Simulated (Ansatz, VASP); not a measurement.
C in VASP and in Ansatz

File INCAR:

```
ALGO = Normal
EDIFF = 1E-8
ENCUT = 520
GGA = PE
GGA_COMPAT = False
ISIF = 2
ISMEAR = -1
LASPH = True
LCHARG = False
LEFG = True
LREAL = False
LWAVE = False
NBANDS = 8
NELM = 120
PREC = Accurate
SIGMA = 0.03
```

The input KPOINTS:

```
k-points
0
Gamma
  15 15 15
```

File POSCAR:

```
C
1.0
    1.7989285650      0.0000000000      0.0000000000
    0.0000000000      1.7989285650      0.0000000000
    0.0000000000      0.0000000000      1.7989285650
C
1
Direct
    0.0000000000      0.0000000000      0.0000000000
```

Input for Ansatz:

```yaml
crystal:
  lattice:
    - [1.798928565, 0.0, 0.0]
    - [0.0, 1.798928565, 0.0]
    - [0.0, 0.0, 1.798928565]
  atoms:
    - { symbol: C, position: [0.0, 0.0, 0.0] }
kpoints:
  mp_grid: { grid: [15, 15, 15] }
scf:
  occupations: { method: fermi_dirac, width: 0.03 }
hamiltonian:
  xc: pbe
  pseudopotentials: { kind: paw }
output:
  forces: true
  stress: true
  eigenvalues: true
  efg: { contact_densities: true }
```

Change from the starting cell: volume scaled by 1.04, PAW files.

Alike in both runs: task electric field gradients; functional PBE; k mesh 15 × 15 × 15; occupations fermi-dirac, width 0.03 eV; no spin polarisation.

|  | VASP | Ansatz |
| --- | --- | --- |
| version | VASP 6.6.1 | Ansatz 0.2.0 |
| potentials or method | VASP PAW PBE potentials, release 64 (C) | PAW with Ansatz's default frozen-core files, scalar-relativistic |
| plane-wave cutoff (eV) | 520 | 420 |
| valence electrons in the cell | 4 | 4 |

|  | VASP | Ansatz | Ansatz less VASP |
| --- | --- | --- | --- |
| pressure (GPa) | -11.1 | -11.3 | -0.16 |

The functional is the same, so the differences come from potentials, cutoffs and numerics.
